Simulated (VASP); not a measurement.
# KI: single point with PBE

The system is KI.

```
CELL_PARAMETERS angstrom
0.00000 3.72853 3.72853
3.72853 0.00000 3.72853
3.72853 3.72853 0.00000
ATOMIC_POSITIONS crystal
K 0.00000 0.00000 0.00000
I 0.50000 0.50000 0.50000
```

This cell differs from its parent crystal: strain +5.2%.

| Quantity | Value |
| --- | --- |
| Program | VASP 6.6.1 |
| Task | single point |
| Functional | PBE |
| Potentials or basis | VASP PAW PBE potentials, release 64 (K_sv, I) |
| Cutoff | 520 eV |
| k mesh | 6 × 6 × 6 |
| Occupations | fermi-dirac, width 0.02 eV |
| Spin | no spin polarisation |

```
Pressure               : -0.9 GPa
Band gap on the k mesh : 3.62 eV, direct
```

Levels at points of the mesh, in eV from the valence-band top:
```
           k point  band 5  band 6  band 7  band 8  band 9  band 10  band 11  band 12
(0.00, 0.00, 0.00)  -10.30    0.00    0.00    0.00    3.62     6.51     6.51     6.51
(0.50, 0.00, 0.00)  -10.17   -0.99   -0.22   -0.22    5.33     7.14     7.80     7.80
(0.50, 0.50, 0.00)  -10.21   -0.77   -0.28   -0.28    5.14     5.39     7.89     8.03
```

Wall time 23 s on 1 thread of AMD EPYC 7R13 Processor (Zen 3) (shared host), peak memory 0.21 GiB.

Caveat: the cell differs from its parent crystal (strain +5.2%); spin-orbit coupling is left out, which moves the levels of the heavy elements.
